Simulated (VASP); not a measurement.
Hf2SiOF2, 6 atoms in the cell. Symmetry: P-4m2, No. 115, tetragonal system. Conventional cell: a = 3.178 Å, b = 3.178 Å, c = 7.941 Å, α = 90.00°, β = 90.00°, γ = 90.00°. Within 3.2 Å of Hf (site symmetry 2mm) lie 5 F at 2.28 to 2.94 Å and 2 Si at 3.12 Å and 2 O at 3.12 Å and 4 Hf at 3.18 Å. Si (site symmetry -4m2) has 4 O at 2.25 Å and 4 F at 2.81 Å and 4 Hf at 3.12 Å and 4 Si at 3.18 Å within 3.2 Å. O (site symmetry -4m2) has 4 Si at 2.25 Å and 4 F at 2.81 Å and 4 Hf at 3.12 Å and 4 O at 3.18 Å within 3.2 Å. Within 3.0 Å of F (site symmetry 2mm) lie 5 Hf at 2.28 to 2.94 Å and 2 Si at 2.81 Å and 2 O at 2.81 Å. The cell was generated, and may not be a known phase.

```yaml
Program: VASP 6.6.1
Task: single point
Functional: PBE
Potentials_or_basis: VASP PAW PBE potentials, release 64 (Hf_pv, Si, O, F)
Cutoff: 520 eV
k_mesh: 12 × 12 × 6
Occupations: gaussian, width 0.1 eV
Spin: no spin polarisation
Dipole_correction: no
Further_INCAR_settings: ALGO = Normal; EDIFF = 1e-06; NBANDS = 31
```

Potentials or basis: VASP PAW PBE potentials, release 64 (Hf_pv, Si, O, F).

Run with:

```console
$ cat potpaw_PBE.64/Hf_pv/POTCAR potpaw_PBE.64/Si/POTCAR potpaw_PBE.64/O/POTCAR potpaw_PBE.64/F/POTCAR > POTCAR
$ mpirun -np 1 vasp_std > vasp.out
```

Hardware: 1 thread of Intel Xeon 8259CL, on a shared host.

How long does it take, and how much memory?

Wall time 3.5 min on 1 thread of Intel Xeon 8259CL, on a shared host, peak memory 0.37 GiB. Counts: scf iterations 15, k points 112.
